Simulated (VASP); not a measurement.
# La (P6_3/mmc) in VASP: further runs

La is run at these levels: PBE; tasks: single point.

Everything below comes from runs of VASP 6.6.1. Logs are shortened: lines on timing, memory, paths and dates and some standing lists are left out, and cuts for length are marked.

### 1 The cell of the first run

It takes space group P6_3/mmc (No. 194, hexagonal). The conventional cell has a = 3.773 Å, b = 3.773 Å, c = 12.113 Å, α = 90.00°, β = 90.00°, γ = 120.00°. La (site symmetry -3m) has 12 La at 3.73 to 3.77 Å within 4.9 Å. Within 4.9 Å of La (site symmetry -6m2) lie 12 La at 3.73 to 3.77 Å.

### 2 Single point, PBE

INCAR reads:

```
PREC = Accurate ; ENCUT = 520
EDIFF = 1E-6 ; ISMEAR = 1
SIGMA = 0.2 ; LREAL = F
LASPH = T ; NELM = 60
ALGO = Normal ; ISIF = 2
LWAVE = F ; LCHARG = F
GGA = PE ; NBANDS = 30
```

KPOINTS reads:

```
Automatic mesh
0
Gamma
  10 10 3
```

POSCAR reads:

```
La
1.0
    3.7726980145      0.0000000000      0.0000000000
   -1.8863490072      3.2672523214      0.0000000000
    0.0000000000      0.0000000000     12.1127038589
La
4
Direct
    0.0000000000      0.0000000000      0.0000000000
    0.0000000000      1.0000000000      0.5000000000
    0.3333333333      0.6666666667      0.7500000000
    0.6666666667      0.3333333333      0.2500000000
```

Potentials or basis: VASP PAW PBE potentials, release 64 (La).

Command:

```console
$ cat potpaw_PBE.64/La/POTCAR > POTCAR
$ mpirun -np 1 vasp_std > vasp.out
```

OUTCAR:

```text
PREC = Accurate
   ENCUT = 520
   EDIFF = 1E-6
   ISMEAR = 1
   LREAL = F
   LASPH = T
   NELM = 60
   ISIF = 2
   GGA = PE

 ion  position               nearest neighbor table
   1  0.000  0.000  0.000-
   2  0.000  0.000  0.500-
   3  0.333  0.667  0.750-
   4  0.667  0.333  0.250-

  LATTYP: Found a hexagonal cell.
 ALAT       =     3.7726980145
 C/A-ratio  =     3.2106211025

  Lattice vectors:

 A1 = (   3.7726980145,   0.0000000000,   0.0000000000)
 A2 = (  -1.8863490072,   3.2672523214,   0.0000000000)
 A3 = (   0.0000000000,   0.0000000000,  12.1127038589)

Analysis of symmetry for initial positions (statically):
=====================================================================
 Subroutine PRICEL returns:
 Original cell was already a primitive cell.

 Routine SETGRP: Setting up the symmetry group for a
 hexagonal supercell.

 Subroutine GETGRP returns: Found 24 space group operations
 (whereof 12 operations were pure point group operations)
 out of a pool of 24 trial point group operations.

The static configuration has the point symmetry D_3d.
 The point group associated with its full space group is D_6h.

Analysis of symmetry for dynamics (positions and initial velocities):
=====================================================================
 Subroutine PRICEL returns:
 Original cell was already a primitive cell.

 Routine SETGRP: Setting up the symmetry group for a
 hexagonal supercell.

 Subroutine GETGRP returns: Found 24 space group operations
 (whereof 12 operations were pure point group operations)
 out of a pool of 24 trial point group operations.

The dynamic configuration has the point symmetry D_3d.
 The point group associated with its full space group is D_6h.

 Subroutine INISYM returns: Found 24 space group operations
 (whereof 12 operations are pure point group operations),
 and found     1 'primitive' translations

----------------------------------------------------------------------------------------

                                     Primitive cell

  volume of cell :     149.3055

  direct lattice vectors                    reciprocal lattice vectors
     3.772698014  0.000000000  0.000000000     0.265062297  0.153033788  0.000000000
    -1.886349007  3.267252321  0.000000000     0.000000000  0.306067577  0.000000000
     0.000000000  0.000000000 12.112703859     0.000000000  0.000000000  0.082557950

  length of vectors
     3.772698014  3.772698015 12.112703859     0.306067577  0.306067577  0.082557950

  position of ions in fractional coordinates (direct lattice)
     0.000000000  0.000000000  0.000000000
     0.000000000  0.000000000  0.500000000
     0.333333333  0.666666667  0.750000000
     0.666666667  0.333333333  0.250000000

  ion indices of the primitive-cell ions
   primitive index   ion index
                 1           1
                 2           2
                 3           3
                 4           4

----------------------------------------------------------------------------------------

 KPOINTS: Automatic mesh

Automatic generation of k-mesh.
 Grid dimensions read from file:
 generate k-points for:   10   10    3

 Generating k-lattice:

  Cartesian coordinates                     Fractional coordinates (reciprocal lattice)
     0.026506230  0.015303379  0.000000000     0.100000000  0.000000000  0.000000000
     0.000000000  0.030606758  0.000000000     0.000000000  0.100000000  0.000000000
     0.000000000  0.000000000  0.027519317     0.000000000  0.000000000  0.333333333

  Length of vectors
     0.030606758  0.030606758  0.027519317

  Shift w.r.t. Gamma in fractional coordinates (k-lattice)
     0.000000000  0.000000000  0.000000000

 Subroutine IBZKPT returns following result:
 ===========================================

 Found     28 irreducible k-points:

 Following reciprocal coordinates:
            Coordinates               Weight
  0.000000  0.000000  0.000000      1.000000
  0.100000 -0.000000  0.000000      6.000000
  0.200000 -0.000000  0.000000      6.000000
  0.300000  0.000000  0.000000      6.000000
  0.400000  0.000000  0.000000      6.000000
  0.500000  0.000000  0.000000      3.000000
[... 16 lines left out ...]
  0.300000  0.100000  0.333333     24.000000
  0.400000  0.100000  0.333333     24.000000
 [... further k-points ...]
   k-points           NKPTS =     28   k-points in BZ     NKDIM =     28   number of bands    NBANDS=     30
   number of dos      NEDOS =    301   number of ions     NIONS =      4
   total plane-waves  NPLWV =  70560
   dimension x,y,z NGX =    28 NGY =   28 NGZ =   90
   dimension x,y,z NGXF=    56 NGYF=   56 NGZF=  180
   ions per type =               4
   NGX,Y,Z   is equivalent  to a cutoff of  12.34, 12.34, 12.35 a.u.
   NGXF,Y,Z  is equivalent  to a cutoff of  24.68, 24.68, 24.70 a.u.
 SYSTEM =  unknown system
   PREC   = accura    normal or accurate (medium, high low for compatibility)
   ISTART =      0    job   : 0-new  1-cont  2-samecut
   ICHARG =      2    charge: 1-file 2-atom 10-const
   ISPIN  =      1    spin polarized calculation?
   LNONCOLLINEAR =      F non collinear calculations
   LSORBIT =      F    spin-orbit coupling
   LASPH  =      T    aspherical Exc in radial PAW
   ENCUT  =  520.0 eV  38.22 Ry    6.18 a.u.   7.01  7.01 22.52*2*pi/ulx,y,z
   NELM   =     60;   NELMIN=  2; NELMDL= -5     # of ELM steps
   EDIFF  = 0.1E-05   stopping-criterion for ELM
   LREAL  =      F    real-space projection
   EDIFFG = 0.1E-04   stopping-criterion for IOM
   NSW    =      0    number of steps for IOM
   IBRION =     -1    ionic relax: 0-MD 1-quasi-New 2-CG
   NFREE  =      0    steps in history (QN), initial steepest desc. (CG)
   ISIF   =      2    stress and relaxation
   ISYM   =      2    0-nonsym 1-usesym 2-fastsym
   POTIM  = 0.5000    time-step for ionic-motion
   TEBEG  =    0.0;   TEEND  =   0.0 temperature during run
   PSTRESS=    0.0 pullay stress
   NELECT =      44.0000    total number of electrons
   NUPDOWN=      -1.0000    fix difference up-down
   EMIN   =  10.00;   EMAX   =-10.00  energy-range for DOS
   EFERMI =   0.00;   METHOD = LEGACY
   ISMEAR =     1;   SIGMA  =   0.20  broadening in eV -4-tet -1-fermi 0-gaus
   EFERMI_NEDOS =   21; number of points for ismear=-14 and -15
   IALGO  =     38    algorithm
   IMIX   =      4    mixing-type and parameters
     AMIX     =   0.40;   BMIX     =  1.00
     AMIX_MAG =   1.60;   BMIX_MAG =  1.00
  volume/ion in A,a.u.               =      37.33       251.89
  Fermi-wavevector in a.u.,A,eV,Ry     =   1.089433  2.058729 16.148263  1.186864
  Thomas-Fermi vector in A             =   2.225636
   LORBIT       =      0    0 simple, 1 ext, 2 COOP (PROOUT), +10 PAW based schemes
   GGA     = PE    functional components
   LHFCALC =     F    Hartree Fock is set to
   AEXX    =    0.0000 exact exchange contribution
   IVDW    =     0    specifies the selected vdW correction
   LEPSILON=     F    determine dielectric tensor
   LRPA    =     F    only Hartree local field effects (RPA)
 non-spin polarized calculation
 Methfessel and Paxton  Order N= 1 SIGMA  =   0.20
  energy-cutoff  :      520.00
  volume of cell :      149.31
 maximum number of plane-waves:      4039
 NGX is ok and might be reduce to    28
   NGX = 13   NGY = 13   NGZ = 45

 number of electron      43.9999999 magnetization

 Free energy of the ion-electron system (eV)
  ---------------------------------------------------
  ext. energy  EPLUGINS =         0.00000000
  ---------------------------------------------------
  free energy    TOTEN  =       -19.54052484 eV

  energy without entropy =      -19.54121953  energy(sigma->0) =      -19.54075640

 E-fermi :   7.8317     XC(G=0):  -9.5413

 val. band max:        7.8234262277   @ k =   0.1000   0.1000   0.3333
 cond. band min:       7.8435407114   @ k =   0.2000   0.2000   0.3333
 fundamental gap:      0.0201144837
 Fermi energy:         7.8317031186

 k-point     1 :       0.0000    0.0000    0.0000
  band No.  band energies     occupation
      1     -25.0661      2.00000
      2     -24.9707      2.00000
      3     -24.9602      2.00000
      4     -24.8614      2.00000
      5      -9.4528      2.00000
      6      -8.7973      2.00000
[... 22 lines left out ...]
     29       9.2205     -0.00000
     30       9.3052     -0.00000

 k-point     2 :       0.1000   -0.0000    0.0000
  band No.  band energies     occupation
      1     -25.0507      2.00000
      2     -24.9594      2.00000
      3     -24.9489      2.00000
      4     -24.8545      2.00000
      5      -9.4118      2.00000
      6      -8.8124      2.00000
[... 22 lines left out ...]
     29       9.3541     -0.00000
     30       9.3790     -0.00000

 k-point     3 :       0.2000   -0.0000    0.0000
  band No.  band energies     occupation
      1     -25.0089      2.00000
      2     -24.9295      2.00000
      3     -24.9191      2.00000
      4     -24.8374      2.00000
      5      -9.2976      2.00000
      6      -8.9009      2.00000
[... 22 lines left out ...]
     29       9.2956     -0.00000
     30       9.4354     -0.00000

 k-point     4 :       0.3000    0.0000    0.0000
  band No.  band energies     occupation
      1     -24.9533      2.00000
      2     -24.8922      2.00000
      3     -24.8819      2.00000
      4     -24.8195      2.00000
      5      -9.1765      2.00000
      6      -9.1101      2.00000
[... 22 lines left out ...]
     29       9.1676     -0.00000
     30       9.4225     -0.00000

 k-point     5 :       0.4000    0.0000    0.0000
  band No.  band energies     occupation
      1     -24.9019      2.00000
      2     -24.8616      2.00000
      3     -24.8515      2.00000
      4     -24.8107      2.00000
      5      -9.3187      2.00000
      6      -9.3093      2.00000
[... 22 lines left out ...]
     29       9.4280     -0.00000
     30       9.5358     -0.00000
[... 526 lines left out ...]
     29       9.3519     -0.00000
     30       9.4695     -0.00000

 k-point    22 :       0.2000    0.1000    0.3333
  band No.  band energies     occupation
      1     -24.9636      2.00000
      2     -24.9371      2.00000
      3     -24.8625      2.00000
      4     -24.8352      2.00000
      5      -9.1764      2.00000
      6      -9.1103      2.00000
[... 22 lines left out ...]
     29       9.2876     -0.00000
     30       9.4286     -0.00000

 k-point    23 :       0.3000    0.1000    0.3333
  band No.  band energies     occupation
      1     -24.9120      2.00000
      2     -24.8929      2.00000
      3     -24.8390      2.00000
      4     -24.8196      2.00000
      5      -9.2195      2.00000
      6      -9.1469      2.00000
[... 22 lines left out ...]
     29       9.2029     -0.00000
     30       9.3235     -0.00000

 k-point    24 :       0.4000    0.1000    0.3333
  band No.  band energies     occupation
      1     -24.8745      2.00000
      2     -24.8625      2.00000
      3     -24.8272      2.00000
      4     -24.8150      2.00000
      5      -9.3204      2.00000
      6      -9.2970      2.00000
[... 22 lines left out ...]
     29       9.4679     -0.00000
     30       9.5274     -0.00000

 [... further k-points ...]

------------------------ aborting loop because EDIFF is reached ----------------------------------------

  FORCE on cell =-STRESS in cart. coord.  units (eV):
  Direction    XX          YY          ZZ          XY          YZ          ZX
  --------------------------------------------------------------------------------------
  -------------------------------------------------------------------------------------
  Total        0.0569243      0.0569243     -0.0821829      0.0000000      0.0000000     -0.0000000
  in kB        0.6108467      0.6108467     -0.8818934      0.0000000      0.0000000     -0.0000000
  external PRESSURE =       0.1132666 kB  Pullay stress =       0.0000000 kB

 VOLUME and BASIS-vectors are now :
 -----------------------------------------------------------------------------
  energy-cutoff  :      520.00
  volume of cell :      149.31
      direct lattice vectors                 reciprocal lattice vectors
     3.772698014  0.000000000  0.000000000     0.265062297  0.153033788  0.000000000
    -1.886349007  3.267252321  0.000000000     0.000000000  0.306067577  0.000000000
     0.000000000  0.000000000 12.112703859     0.000000000  0.000000000  0.082557950

 POSITION                                       TOTAL-FORCE (eV/Angst)
 -----------------------------------------------------------------------------------
      0.00000      0.00000      0.00000        -0.000000      0.000000     -0.000000
      0.00000      0.00000      6.05635         0.000000      0.000000     -0.000000
     -0.00000      2.17817      9.08453        -0.000000     -0.000000     -0.000000
      1.88635      1.08908      3.02818         0.000000      0.000000      0.000000
 -----------------------------------------------------------------------------------
    total drift:                               -0.000000      0.000000      0.000000

  FREE ENERGIE OF THE ION-ELECTRON SYSTEM (eV)
  ---------------------------------------------------
  free  energy   TOTEN  =       -19.5405248396 eV

  energy  without entropy=      -19.5412195317  energy(sigma->0) =      -19.54075640
```

Run time: 2.9 min. Hardware: 1 thread of Intel Xeon 8259CL, shared host; peak memory 0.3 GiB.

What came out:

```yaml
Free_energy: -19.5405 eV
Pressure: 0.0 GPa
Band_gap_on_the_k_mesh: zero (bands 22 and 23 overlap by 1.21 eV)
```

Stress tensor (GPa, compression positive):
```
 0.06  0.00  0.00
 0.00  0.06  0.00
 0.00  0.00 -0.09
```

Caveat: spin-orbit coupling is left out, which moves the levels of the heavy elements.

### 3 Single point, PBE

INCAR reads:

```
PREC = Accurate ; ENCUT = 520
EDIFF = 1E-6 ; ISMEAR = 1
SIGMA = 0.3 ; LREAL = F
LASPH = T ; NELM = 80
ALGO = Normal ; ISIF = 2
LWAVE = F ; LCHARG = T
GGA = PE ; LELF = T
LVHAR = T ; NBANDS = 30
```

KPOINTS reads:

```
regular mesh
0
Gamma
  10 10 3
```

POSCAR is that of step 2.

Potentials or basis: VASP PAW PBE potentials, release 64 (La).

Command:

```console
$ cat potpaw_PBE.64/La/POTCAR > POTCAR
$ mpirun -np 1 vasp_std > vasp.out
```

Run time: 3.1 min. Hardware: 1 thread of Intel Xeon 8259CL, shared host; peak memory 0.31 GiB.

The run converged. Its results:

- Free energy: -19.5415 eV
- Pressure: 0.0 GPa
- Band gap on the k mesh: zero (bands 22 and 23 overlap by 1.21 eV)

Stress tensor (GPa, compression positive):
```
 0.02  0.00  0.00
 0.00  0.02  0.00
 0.00  0.00 -0.07
```

Levels at points of the mesh, in eV from the Fermi level:
| k point | band 18 | band 19 | band 20 | band 21 | band 22 | band 23 | band 24 | band 25 | band 26 | band 27 |
| --- | --- | --- | --- | --- | --- | --- | --- | --- | --- | --- |
| (0.00, 0.00, 0.00) | -1.87 | -1.86 | -1.74 | 0.50 | 0.63 | 1.25 | 1.26 | 1.28 | 1.30 | 1.32 |
| (0.50, 0.00, 0.00) | -1.81 | -1.53 | -1.05 | -0.65 | -0.28 | -0.19 | 0.44 | 0.93 | 1.18 | 1.46 |

Caveat: spin-orbit coupling is left out, which moves the levels of the heavy elements.

### 4 Single point, PBE

INCAR reads:

```
SYSTEM = La
PREC = Accurate ; ENCUT = 520
EDIFF = 1E-6 ; ISMEAR = 1
SIGMA = 0.6 ; LREAL = .False.
LASPH = .True. ; NELM = 80
ALGO = Normal ; ISIF = 2
LWAVE = .False. ; LCHARG = .False.
GGA = PE ; NBANDS = 30
```

KPOINTS reads:

```
regular mesh
0
Gamma
  10 10 3
  0 0 0
```

POSCAR is that of step 3.

Command:

```console
$ cat potpaw_PBE.64/La/POTCAR > POTCAR
$ mpirun -np 1 vasp_std > vasp.out
```

Wall time 4.3 min (1 thread of Intel Xeon 8259CL, shared host); peak memory 0.31 GiB.

Results (log left out):

| Property | Result |
| --- | --- |
| Free energy | -19.5350 eV |
| Pressure | -0.1 GPa |
| Band gap on the k mesh | zero (bands 22 and 23 overlap by 1.21 eV) |

Levels at points of the mesh, in eV from the Fermi level:
```csv
k point,band 18,band 19,band 20,band 21,band 22,band 23,band 24,band 25,band 26,band 27
"(0.00, 0.00, 0.00)",-1.87,-1.86,-1.73,0.51,0.63,1.24,1.25,1.27,1.30,1.33
"(0.50, 0.00, 0.00)",-1.80,-1.52,-1.05,-0.64,-0.28,-0.19,0.44,0.94,1.18,1.46
```

Caveat: so wide a smearing shifts energies and pressures; spin-orbit coupling is left out, which moves the levels of the heavy elements.

(Part 1 of 2 ends here.)

The gap in the log of VASP goes by the Fermi energy; the results here count the filled bands.